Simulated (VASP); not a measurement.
O2, 2 atoms in the cell. The cell holds a molecule in a box, 2 atoms: a = 9.000 Å, b = 9.500 Å, c = 10.000 Å, α = 90.00°, β = 90.00°, γ = 90.00°. 

```yaml
Program: VASP 6.6.1
Task: single point
Functional: PBEsol
Potentials_or_basis: VASP PAW PBE potentials, release 64 (O)
Cutoff: 520 eV
k_mesh: 1 × 1 × 1
Occupations: fermi-dirac, width 0.02 eV
Spin: collinear spin, ferromagnetic start
Starting_moments: "[1.0, 1.0] μB"
Dipole_correction: no
Further_INCAR_settings: ALGO = Normal; EDIFF = 1e-06; NBANDS = 17
```

Potentials or basis: VASP PAW PBE potentials, release 64 (O).

Command:

```console
$ cat potpaw_PBE.64/O/POTCAR > POTCAR
$ mpirun -np 1 vasp_gam > vasp.out
```

Hardware: 1 thread of AMD EPYC 7R13, with other jobs on the host.

Estimate the wall time of this run.

It took 3 min on 1 thread of AMD EPYC 7R13 (shared host), peak memory 1 GiB. Counts: scf iterations 22, k points 1.
